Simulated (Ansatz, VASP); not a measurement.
ZnO: VASP beside Ansatz

```xyz
4
Lattice="3.2880 0.0000 0.0000 -1.6440 2.8475 0.0000 0.0000 0.0000 7.1304" Properties=species:S:1:pos:R:3 pbc="T T T"
Zn    0.0000    0.0000    1.7826
Zn    0.0000    0.0000    5.3478
O     1.6440    0.9492    5.3478
O     0.0000    1.8983    1.7826
```

Alike in both runs: functional PBEsol; k mesh 9 × 9 × 4; occupations fermi-dirac, width 0.05 eV; no spin polarisation.

|  | VASP | Ansatz |
| --- | --- | --- |
| version | VASP 6.6.1 | Ansatz 0.2.0 |
| potentials or method | VASP PAW PBE potentials, release 64 (Zn, O), cutoff 520 eV | all-electron LAPW, scalar-relativistic |
| task | single point | band structure |

Ansatz gave:

```
gap on the k mesh at the Fermi level (eV)                     : 0.77
least direct gap on the mesh (eV)                             : 0.77
pressure (GPa)                                                : -4.5
traceless stress, the component that is largest in VASP (GPa) : 3.70
```

Problem. Which values does VASP return?

Solution. gap on the k mesh at the Fermi level (eV): 0.75; least direct gap on the mesh (eV): 0.75; pressure (GPa): -3.8; traceless stress, the component that is largest in VASP (GPa): 2.97.

VASP's potentials were made for PBE, not for PBEsol. Ansatz ran all-electron here, and VASP with PAW potentials.
